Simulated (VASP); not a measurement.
Wanted: the native input for a VASP 6.6.1 run.

```
Task                   : single point
Functional             : PBE
Potentials or basis    : VASP PAW PBE potentials, release 64 (Pb_d, O)
Cutoff                 : 520 eV
k mesh                 : 7 × 7 × 7
Occupations            : fermi-dirac, width 0.15 eV
Spin                   : no spin polarisation
Dipole correction      : no
Further INCAR settings : ALGO = Normal; EDIFF = 1e-06; NBANDS = 43
```

The structure of Pb2O lies in POSCAR:

```
Pb2O
1.0
    5.3800000000      0.0000000000      0.0000000000
    0.0000000000      5.3800000000      0.0000000000
    0.0000000000      0.0000000000      5.5414000000
Pb O
4 2
Direct
    0.2500000000      0.2500000000      0.2500000000
    0.7500000000      0.7500000000      0.2500000000
    0.2500000000      0.7500000000      0.7500000000
    0.7500000000      0.2500000000      0.7500000000
    0.0000000000      0.0000000000      0.0000000000
    0.5000000000      0.5000000000      0.5000000000
```

These files were run (other wordings do the same):

INCAR

```
PREC = Accurate
ENCUT = 520
EDIFF = 1E-6
ISMEAR = -1
SIGMA = 0.15
LREAL = F
LASPH = T
NELM = 60
ALGO = Normal
ISIF = 2
LWAVE = F
LCHARG = F
GGA = PE
NBANDS = 43
```

KPOINTS

```
Automatic mesh
0
Gamma
  7 7 7
```

Potentials or basis: VASP PAW PBE potentials, release 64 (Pb_d, O).

The run is started by

```console
$ cat potpaw_PBE.64/Pb_d/POTCAR potpaw_PBE.64/O/POTCAR > POTCAR
$ mpirun -np 1 vasp_std > vasp.out
```

It gave:

```yaml
Pressure: 1.3 GPa
Band_gap_on_the_k_mesh: zero (band 34 reaches 4.78 eV, above the bottom of band 35 at 4.23 eV)
```

Caveat: spin-orbit coupling is left out, which moves the levels of the heavy elements.

It took 2.3 min on 1 thread of Intel(R) Xeon(R) Platinum 8559C (Emerald Rapids), with other jobs on the host, peak memory 0.36 GiB.
